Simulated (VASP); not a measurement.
The system is Lu.

```
Lu
1.0
     3.50310    0.00000    0.00000
    -1.75155    3.03377    0.00000
     0.00000    0.00000    5.55090
Lu
2
Direct
  0.33333 0.66667 0.25000
  0.66667 0.33333 0.75000
```

- Program: VASP 6.6.1
- Task: relaxation of cell and atoms
- Functional: PBEsol
- Potentials or basis: VASP PAW PBE potentials, release 64 (Lu)
- Cutoff: 600 eV
- k mesh: 7 × 7 × 4
- Occupations: gaussian, width 0.02 eV
- Spin: no spin polarisation

At the start: pressure -3.1 GPa; volume 29.50 Å³/atom.

Q: How do energy, volume and symmetry change on relaxing?

A: Over 4 steps the energy falls by 21.1 meV/atom and the volume is 27.59 Å³/atom (-6.5 %); space group P6_3/mmc (No. 194, to 0.1 Å) before and after.

The path:
```
step  energy change (eV)  largest force (eV/Å)  pressure (GPa)  volume (Å³)
   1              0.0000                0.0000           -3.15        58.99
   2             -0.0390                0.0000            1.05        54.18
   3             -0.0418                0.0000            0.07        55.13
   4             -0.0422                0.0000            0.00        55.18
```

Final structure:
```cif
data_structure
_symmetry_space_group_name_H-M 'P 1'
_symmetry_Int_Tables_number 1
_cell_length_a 3.4439
_cell_length_b 3.4439
_cell_length_c 5.3724
_cell_angle_alpha 90.000
_cell_angle_beta 90.000
_cell_angle_gamma 120.000
_cell_volume 55.18
loop_
_atom_site_label
_atom_site_type_symbol
_atom_site_fract_x
_atom_site_fract_y
_atom_site_fract_z
_atom_site_occupancy
Lu1 Lu 0.33333 0.66667 0.25000 1
Lu2 Lu 0.66667 0.33333 0.75000 1
```

Caveat: the PAW data sets were made with another functional, which shifts forces and pressure a little.
